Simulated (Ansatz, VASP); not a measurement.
One calculation of FeGe, two programs

Contents of INCAR:

```
PREC     = Accurate       # precision mode
ENCUT    = 520            # plane-wave cutoff, eV
EDIFF    = 1E-7           # SCF threshold, eV
ISMEAR   = 0              # smearing method
SIGMA    = 0.05           # smearing width, eV
LREAL    = F              # projectors in reciprocal space
LASPH    = T              # aspherical terms in the spheres
NELM     = 60             # most SCF steps
ALGO     = Normal         # electronic algorithm
ISIF     = 2              # what is computed and relaxed
LWAVE    = F              # write WAVECAR
LCHARG   = F              # write CHGCAR
GGA      = PE             # functional
NBANDS   = 42             # bands
```

Contents of KPOINTS:

```
regular mesh
0
Gamma
  10 10 10
```

Contents of POSCAR:

```
FeGe
1.0
    4.9939001526      0.0000000000      0.0000000000
   -2.4969500763      4.3248443961      0.0000000000
    0.0000000000      0.0000000000      3.9158439589
Fe Ge
3 3
Direct
    0.5000000000      0.0000000000      0.0000000000
    0.5000000000      0.5000000000      0.0000000000
    0.0000000000      0.5000000000      0.0000000000
    0.0000000000      0.0000000000      0.0000000000
    0.3333333333      0.6666666667      0.5000000000
    0.6666666667      0.3333333333      0.5000000000
```

Input for Ansatz:

```yaml
crystal:
  lattice:
    - [4.9939001526, 0.0, 0.0]
    - [-2.4969500763, 4.3248443961, 0.0]
    - [0.0, 0.0, 3.9158439589]
  atoms:
    - { symbol: Fe, position: [0.5, 0.0, 0.0] }
    - { symbol: Fe, position: [0.5, 0.5, 0.0] }
    - { symbol: Fe, position: [0.0, 0.5, 0.0] }
    - { symbol: Ge, position: [0.0, 0.0, 0.0] }
    - { symbol: Ge, position: [0.3333333333, 0.6666666667, 0.5] }
    - { symbol: Ge, position: [0.6666666667, 0.3333333333, 0.5] }
basis:
  ecutwfc: 420
  ecutrho_ratio: 4
kpoints:
  mp_grid: { grid: [10, 10, 10] }
  band_path:
    path:
      - [[0.0, 0.0, 0.0], [0.5, 0.0, 0.0], [0.33333333, 0.33333333, 0.0], [0.0, 0.0, 0.0], [0.0, 0.0, 0.5], [0.5, 0.0, 0.5], [0.33333333, 0.33333333, 0.5], [0.0, 0.0, 0.5]]
      - [[0.5, 0.0, 0.5], [0.5, 0.0, 0.0]]
      - [[0.33333333, 0.33333333, 0.5], [0.33333333, 0.33333333, 0.0]]
    npoints: 14
hamiltonian:
  xc: pbe
scf:
  occupations: { method: gaussian, width: 0.05 }
  n_extra_bands: 24
output:
  forces: true
  stress: true
  eigenvalues: true
  populations: true
  dos: { projected: true, de: 0.02, nscf_kmesh: { grid: [15, 15, 15] } }
  bader: true
```

Alike in both runs: task single point; functional PBE; k mesh 10 × 10 × 10; occupations gaussian, width 0.05 eV; no spin polarisation.

|  | VASP | Ansatz |
| --- | --- | --- |
| version | VASP 6.6.1 | Ansatz 0.2.0 |
| potentials or method | VASP PAW PBE potentials, release 64 (Fe, Ge_d), cutoff 520 eV | scalar-relativistic, plane waves, PAW |
| valence electrons in the cell | 66 | 90 |

|  | VASP | Ansatz | Ansatz less VASP |
| --- | --- | --- | --- |
| gap on the k mesh at the Fermi level (eV) | none | none | - |
| pressure (GPa) | 0.1 | 0.0 | -0.12 |

A gap of «none» marks a metal or a gap that the smearing closes. VASP's potentials hold 66 valence electrons a cell and Ansatz's 90, so a difference there can come from the potentials and not from the codes.
